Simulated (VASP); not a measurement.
Write the native input for VASP 6.6.1 that does the following.

* Task: single point
* Functional: PBEsol
* Potentials or basis: VASP PAW PBE potentials, release 64 (K_sv, Br)
* Cutoff: 520 eV
* k mesh: 6 × 6 × 6
* Occupations: fermi-dirac, width 0.02 eV
* Spin: no spin polarisation
* Dipole correction: no
* Further INCAR settings: ALGO = Normal; EDIFF = 1e-06; NBANDS = 15

The structure of KBr lies in POSCAR:

```
KBr
1.0
    0.0000000000      3.2757246988      3.2757246988
    3.2757246988      0.0000000000      3.2757246988
    3.2757246988      3.2757246988      0.0000000000
K Br
1 1
Direct
    0.0000000000      0.0000000000      0.0000000000
    0.5000000000      0.5000000000      0.5000000000
```

One way to write it, as run:

INCAR

```
PREC = Accurate ; ENCUT = 520
EDIFF = 1E-6 ; ISMEAR = -1
SIGMA = 0.02 ; LREAL = False
LASPH = True ; NELM = 60
ALGO = Normal ; ISIF = 2
LWAVE = False ; LCHARG = False
GGA = PS ; NBANDS = 15
```

KPOINTS

```
regular mesh
0
Gamma
  6 6 6
```

Potentials or basis: VASP PAW PBE potentials, release 64 (K_sv, Br).

Command:

```bash
$ cat potpaw_PBE.64/K_sv/POTCAR potpaw_PBE.64/Br/POTCAR > POTCAR
$ mpirun -np 1 vasp_std > vasp.out
```

Results of the run:

```
Pressure               : 0.0 GPa
Band gap on the k mesh : 4.33 eV, direct
```

Caveat: the PAW data sets were made with another functional, which shifts forces and pressure a little.

Run time: 8.5 s on 1 thread of AMD EPYC 9R45 96-Core Processor (Zen 5) (shared host), peak memory 0.17 GiB.
